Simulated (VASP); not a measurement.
Here is a VASP 6.6.1 calculation.

INCAR

```
SYSTEM = BiSbSe
ALGO = Normal ; EDIFF = 1E-7
ENCUT = 520 ; GGA = PE
ISIF = 2 ; ISMEAR = -1
LASPH = .TRUE. ; LCHARG = .FALSE.
LREAL = .FALSE. ; LWAVE = .FALSE.
NBANDS = 20 ; NELM = 80
PREC = Accurate ; SIGMA = 0.05
```

The input KPOINTS:

```
k-points
0
G
  7 7 6
  0 0 0
```

Contents of POSCAR:

```
BiSbSe
1.0
    4.7515181313      0.0000000000      0.0000000000
   -2.3757590706      4.1149354063      0.0000000000
    0.0000000000      0.0000000000      4.6388495286
Sb Bi Se
1 1 1
Direct
    0.6666666700      0.3333333300      0.5000000000
    0.0000000000      0.0000000000      0.0000000000
    0.3333333300      0.6666666700      0.5000000000
```

Potentials or basis: VASP PAW PBE potentials, release 64 (Sb, Bi_d, Se).

Command:

```sh
$ cat potpaw_PBE.64/Sb/POTCAR potpaw_PBE.64/Bi_d/POTCAR potpaw_PBE.64/Se/POTCAR > POTCAR
$ mpirun -np 1 vasp_std > vasp.out
```

Task: Predict the band gap on the k mesh.

Result: Zero (band 13 reaches 6.35 eV, above the bottom of band 14 at 5.61 eV).

Task: Estimate the pressure.

Result: 0.6 GPa.

Stress tensor (GPa, compression positive):
```
 3.39  0.00  0.00
 0.00  3.39  0.00
 0.00  0.00 -4.93
```

Caveat: spin-orbit coupling is left out, which moves the levels of the heavy elements.
